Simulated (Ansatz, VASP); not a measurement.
Two plane-wave programs on Ti

INCAR

```
  PREC = Accurate
  ENCUT = 520
  EDIFF = 1E-6
  ISMEAR = -4
  SIGMA = 0.1
  LREAL = F
  LASPH = T
  NELM = 150
  ALGO = Normal
  ISIF = 2
  LWAVE = F
  LCHARG = T
  ISPIN = 2
  MAGMOM = 4
  LORBIT = 11
  LMAXMIX = 4
  GGA = PE
  IVDW = 13
  LELF = T
  LVHAR = T
  NBANDS = 16
```

KPOINTS

```
Automatic mesh
0
Gamma
  6 6 6
```

File POSCAR:

```
Ti
1.0
    0.0000000000      2.0300000000      2.0300000000
    2.0300000000      0.0000000000      2.0300000000
    2.0300000000      2.0300000000      0.0000000000
Ti
1
Direct
    0.0000000000      0.0000000000      0.0000000000
```

Input for Ansatz:

```yaml
crystal:
  lattice:
    - [0.0, 2.03, 2.03]
    - [2.03, 0.0, 2.03]
    - [2.03, 2.03, 0.0]
  atoms:
    - { symbol: Ti, position: [0.0, 0.0, 0.0], spin: 4.0 }
basis:
  ecutwfc: 420
kpoints:
  mp_grid: { grid: [6, 6, 6] }
hamiltonian:
  xc: pbe
  dispersion: d4
scf:
  occupations: { method: tetrahedron_uncorrected }
  lower_state_search: "off"
output:
  forces: true
  stress: true
  eigenvalues: true
  populations: true
magnetization:
  spin_polarized: true
```

Alike in both runs: task single point; functional PBE; dispersion D4; k mesh 6 × 6 × 6; collinear spin.

|  | VASP | Ansatz |
| --- | --- | --- |
| version | VASP 6.6.1 | Ansatz 0.2.0 |
| potentials or method | VASP PAW PBE potentials, release 64 (Ti_sv), cutoff 520 eV | scalar-relativistic, plane waves, PAW |
| occupations | tetrahedron | tetrahedron-uncorrected |
| valence electrons in the cell | 12 | 12 |

|  | VASP | Ansatz | Ansatz less VASP |
| --- | --- | --- | --- |
| gap on the k mesh at the Fermi level (eV) | none | none | - |
| pressure (GPa) | 3.5 | 3.6 | +0.08 |
| net moment per atom (μB) | 0.00 | 0.00 | -0.001 |

A gap of «none» marks a metal or a gap that the smearing closes. Ansatz's warnings: band table not solved further, seeded moment not kept.

The k mesh is coarse, so the values compare programs but aren't converged.
